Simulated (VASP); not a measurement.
**CdSe: single point with PBEsol**

Crystal: CdSe.

```xyz
2
Lattice="0.0000 3.3051 2.8740 2.4429 0.0000 2.8740 2.4429 3.3051 0.0000" Properties=species:S:1:pos:R:3 pbc="T T T"
Cd    0.0000    0.0000    0.0000
Se    2.4429    3.3051    2.8740
```

This cell differs from its parent crystal: strain -0.1500 x Voigt [1, -1, 0, 0, 0, 0].

| Item | Value |
| --- | --- |
| Program | VASP 6.6.1 |
| Task | single point |
| Functional | PBEsol |
| Potentials or basis | VASP PAW PBE potentials, release 64 (Cd, Se) |
| Cutoff | 520 eV |
| k mesh | 14 × 14 × 14 |
| Occupations | gaussian, width 0.15 eV |
| Spin | no spin polarisation |

```yaml
Pressure: 7.4 GPa
Band_gap_on_the_k_mesh: zero (bands 9 and 10 overlap by 1.00 eV)
```

Stress tensor (GPa, compression positive):
```
25.36  0.00  0.00
 0.00 -4.38  0.00
 0.00  0.00  1.08
```

Levels at points of the mesh, in eV from the Fermi level:
```tsv
k point	band 6	band 7	band 8	band 9	band 10	band 11	band 12	band 13
(0.00, 0.00, 0.00)	-8.29	-2.17	-0.79	-0.78	0.26	7.08	7.97	8.25
(0.50, 0.00, 0.00)	-8.27	-5.45	-0.93	0.12	2.19	4.03	6.93	7.05
(0.50, 0.50, 0.00)	-7.39	-4.84	-3.82	-1.19	-0.51	5.62	6.89	8.98
(0.50, 0.00, 0.50)	-7.79	-4.58	-2.90	-1.35	0.27	6.07	8.00	9.00
(0.00, 0.50, 0.50)	-7.20	-4.76	-3.74	-2.43	-0.88	4.36	8.01	10.15
```

Run time: 7.1 min on 1 thread of Intel Xeon 8259CL, with other jobs on the host, peak memory 0.44 GiB.

Caveat: the cell differs from its parent crystal (strain -0.1500 x Voigt [1, -1, 0, 0, 0, 0]); the cell stands under pressure; the PAW data sets were made with another functional, which shifts forces and pressure a little.
